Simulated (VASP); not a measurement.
Set up this calculation in VASP 6.6.1, as the native input.

| Quantity | Value |
| --- | --- |
| Task | relaxation of cell and atoms |
| Functional | PBE |
| Potentials or basis | VASP PAW PBE potentials, release 64 (Ba_sv, Ti_sv, O) |
| Cutoff | 600 eV |
| k mesh | 7 × 7 × 6 |
| Occupations | fermi-dirac, width 0.0618 eV |
| Spin | no spin polarisation |
| Dipole correction | no |
| Further INCAR settings | ALGO = Normal; EDIFF = 1e-07; IBRION = 2; EDIFFG = -0.03; NSW = 60; ISIF = 3 |

The structure of BaTiO3 lies in POSCAR:

```
BaTiO3
1.0
    3.9842388100      0.0000000000      0.0000000000
    0.0000000000      3.9842388100      0.0000000000
    0.0000000000      0.0000000000      4.0023680000
Ba Ti O
1 1 3
Direct
    0.0000000000      0.0000000000      0.0000000000
    0.5000000000      0.5000000000      0.5000000000
    0.5000000000      0.5000000000      0.0000000000
    0.5000000000      0.0000000000      0.5000000000
    0.0000000000      0.5000000000      0.5000000000
```

The input as run:

INCAR

```
SYSTEM = BaTiO3
  ALGO = Normal
  EDIFF = 1E-7
  EDIFFG = -0.03
  ENCUT = 600
  GGA = PE
  IBRION = 2
  ISIF = 3
  ISMEAR = -1
  LASPH = .TRUE.
  LCHARG = .FALSE.
  LREAL = .FALSE.
  LWAVE = .FALSE.
  NELM = 60
  NSW = 60
  PREC = Accurate
  SIGMA = 0.0618
```

KPOINTS

```
k-points
0
G
  7 7 6
  0 0 0
```

Potentials or basis: VASP PAW PBE potentials, release 64 (Ba_sv, Ti_sv, O).

The run is started by

```console
$ cat potpaw_PBE.64/Ba_sv/POTCAR potpaw_PBE.64/Ti_sv/POTCAR potpaw_PBE.64/O/POTCAR > POTCAR
$ mpirun -np 1 vasp_std > vasp.out
```

It gave:

- Relaxed volume: 13.11 Å³/atom
- Relaxed cell: a = 4.029 Å, b = 4.029 Å, c = 4.040 Å, α = 90.00°, β = 90.00°, γ = 90.00°
- Space group after relaxing (to 0.05 Å): Pm-3m (No. 221)
- Energy gained by relaxing: 6.7 meV/atom
- Ionic steps: 3
- Pressure after relaxing: 0.0 GPa
- Band gap on the k mesh: 1.73 eV, indirect (least direct gap 1.86 eV)

Caveat: spin-orbit coupling is left out, which moves the levels of the heavy elements.

Wall time 88 s on 1 thread of AMD EPYC 9R45 96-Core Processor (Zen 5), with other jobs on the host, peak memory 0.21 GiB.
